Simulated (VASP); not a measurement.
LiBe16 (a cell with a defect): single point with PBE

LiBe16 (a cell with a defect):

```
CELL_PARAMETERS angstrom
-2.29000 -3.96640 0.00000
3.43500 -1.98320 0.00000
0.00000 0.00000 7.17686
ATOMIC_POSITIONS crystal
Be 0.75005 0.48483 0.01946
Be 0.49223 0.31629 0.25410
Be 0.74275 0.38628 0.51084
Be 0.54208 0.51632 0.76353
Be 0.49466 0.97413 0.00319
Be 0.24850 0.82884 0.25388
Be 0.53297 0.90825 0.48632
Be 0.19978 0.78850 0.77993
Be 0.24600 0.49455 0.01098
Be 0.99856 0.33918 0.26031
Be 0.26185 0.52428 0.48779
Be 0.96427 0.39592 0.77371
Be 0.00251 0.01194 0.01497
Be 0.75107 0.83069 0.24542
Be 0.97658 0.89983 0.50197
Be 0.75277 0.96564 0.75485
Li 0.29655 0.16827 0.65654
```

```json
{"Program": "VASP 6.6.1", "Task": "single point", "Functional": "PBE", "Potentials or basis": "VASP PAW PBE potentials, release 64 (Be, Li_sv)", "Cutoff": "520 eV", "k mesh": "4 × 4 × 3", "Occupations": "gaussian, width 0.1 eV", "Spin": "no spin polarisation", "Dipole correction": "no", "Further INCAR settings": "LREAL = Auto; ALGO = Normal; EDIFF = 1e-06; NBANDS = 32"}
```

| Property | Result |
| --- | --- |
| Largest force | 0.687 eV/Å |
| Band gap on the k mesh | zero (an odd number of electrons rules out a gap without spin polarisation) |

Forces on the atoms (eV/Å):
```
Be   0.033 -0.081  0.098
Be  -0.018 -0.172  0.005
Be  -0.027 -0.099  0.178
Be   0.294 -0.209  0.075
Be   0.010  0.044 -0.192
Be  -0.019 -0.006 -0.072
Be  -0.141  0.147 -0.235
Be   0.093  0.181 -0.022
Be  -0.176  0.060  0.029
Be  -0.206  0.106  0.053
Be   0.040  0.299 -0.086
Be  -0.220  0.103  0.191
Be   0.008  0.170 -0.104
Be  -0.083  0.102 -0.010
Be   0.414 -0.447 -0.276
Be   0.157 -0.009 -0.274
Li  -0.158 -0.189  0.641
```

Levels at points of the mesh, in eV from the Fermi level:
```
           k point  band 13  band 14  band 15  band 16  band 17  band 18  band 19  band 20  band 21  band 22
(0.00, 0.00, 0.00)    -3.78    -2.96    -2.70    -1.27    -0.52     0.03     0.33     0.61     0.93     1.81
(0.50, 0.00, 0.00)    -2.53    -2.29    -1.86    -1.48    -0.95    -0.50    -0.19     0.16     0.34     0.60
(0.00, 0.50, 0.00)    -3.73    -3.62    -3.47    -2.81    -1.95     0.05     0.58     1.01     1.18     1.39
(0.50, 0.50, 0.00)    -5.05    -1.33    -1.04    -1.02     0.17     0.38     0.54     0.66     1.37     3.23
```

It took 2.4 min on 1 thread of AMD EPYC 9R45 96-Core Processor (Zen 5) (shared host), peak memory 0.22 GiB.

Caveat: the k points lie up to 0.40 Å⁻¹ apart, too coarse for converged energies and pressures of a metal.
